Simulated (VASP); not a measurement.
FeO (Wuestite), 2 atoms in the cell. It takes space group Fm-3m (No. 225, cubic). Conventional cell: a = 4.035 Å, b = 4.035 Å, c = 4.035 Å, α = 90.00°, β = 90.00°, γ = 90.00°. Within 2.7 Å of Fe (site symmetry m-3m) lie 6 O at 2.02 Å. Within 2.7 Å of O (site symmetry m-3m) lie 6 Fe at 2.02 Å.  This cell differs from its parent crystal: volume scaled by 0.960.

| Item | Value |
| --- | --- |
| Program | VASP 6.6.1 |
| Task | single point |
| Functional | PBE |
| Potentials or basis | VASP PAW PBE potentials, release 64 (Fe_sv, O) |
| Cutoff | 600 eV |
| k mesh | 14 × 14 × 14 |
| Occupations | gaussian, width 0.05 eV |
| Spin | no spin polarisation |
| Dipole correction | no |
| Second run | valence_matched |
| Further INCAR settings | ALGO = Normal; EDIFF = 1e-06; NBANDS = 18 |

Potentials or basis: VASP PAW PBE potentials, release 64 (Fe_sv, O).

Command:

```bash
$ cat potpaw_PBE.64/Fe_sv/POTCAR potpaw_PBE.64/O/POTCAR > POTCAR
$ mpirun -np 1 vasp_std > vasp.out
```

Hardware: 1 thread of Intel(R) Xeon(R) 6975P-C (Granite Rapids), with other jobs on the host.

Task: How long does it take, and how much memory?

Result: It took 12 s on 1 thread of Intel(R) Xeon(R) 6975P-C (Granite Rapids) (shared host), peak memory 0.16 GiB. Counts: scf iterations 13, k points 104.
